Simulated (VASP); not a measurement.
Here is a VASP 6.6.1 calculation.

The input POSCAR:

```
WS2
1.0
    3.1814117282      0.0000000000      0.0000000000
   -1.5907058641      2.7551833765      0.0000000000
    0.0000000000      0.0000000000     24.1619092744
W S
2 4
Direct
    0.3333333333      0.6666666667      0.6379434935
    0.6666666667      0.3333333333      0.3620565065
    0.3333333333      0.6666666667      0.2962425097
    0.6666666667      0.3333333333      0.5721038223
    0.3333333333      0.6666666667      0.4278961777
    0.6666666667      0.3333333333      0.7037574903
```

Contents of INCAR.step1:

```
  PREC = Accurate
  ENCUT = 520
  ISMEAR = 0
  SIGMA = 0.05
  LREAL = F
  LASPH = T
  NELM = 80
  NBANDS = 35
  GGA = PE
  ALGO = Normal
  EDIFF = 1E-4
  LWAVE = T
  LCHARG = F
```

INCAR.step2

```
  PREC = Accurate
  ENCUT = 520
  EDIFF = 1E-7
  ISMEAR = 0
  SIGMA = 0.05
  LREAL = F
  LASPH = T
  NELM = 80
  ALGO = Normal
  ISIF = 2
  LWAVE = F
  LCHARG = F
  METAGGA = R2SCAN
  LMIXTAU = T
  NBANDS = 35
  ISTART = 1
```

Contents of KPOINTS:

```
Automatic mesh
0
Gamma
  12 12 2
```

Potentials or basis: VASP PAW PBE potentials, release 64 (W_sv, S).

Launch:

```sh
$ cat potpaw_PBE.64/W_sv/POTCAR potpaw_PBE.64/S/POTCAR > POTCAR
$ cp INCAR.step1 INCAR
$ mpirun -np 1 vasp_std > vasp.out
$ cp INCAR.step2 INCAR
$ mpirun -np 1 vasp_std > vasp.out
```

Problem. What does it give for the largest force?

Solution. 0.605 eV/Å.

Problem. Predict the band gap on the k mesh.

Solution. 1.79 eV, indirect (least direct gap 1.98 eV).

Forces on the atoms (eV/Å):
```
W    0.000  0.000  0.000
W    0.000  0.000  0.000
S    0.000  0.000  0.605
S    0.000  0.000  0.594
S    0.000  0.000 -0.594
S    0.000  0.000 -0.605
```

Caveat: the cell differs from its parent crystal (strain +0.0200 x Voigt [0, 0, 1, 0, 0, 0]); the PAW data sets were made with another functional, which shifts forces and pressure a little; spin-orbit coupling is left out, which moves the levels of the heavy elements.
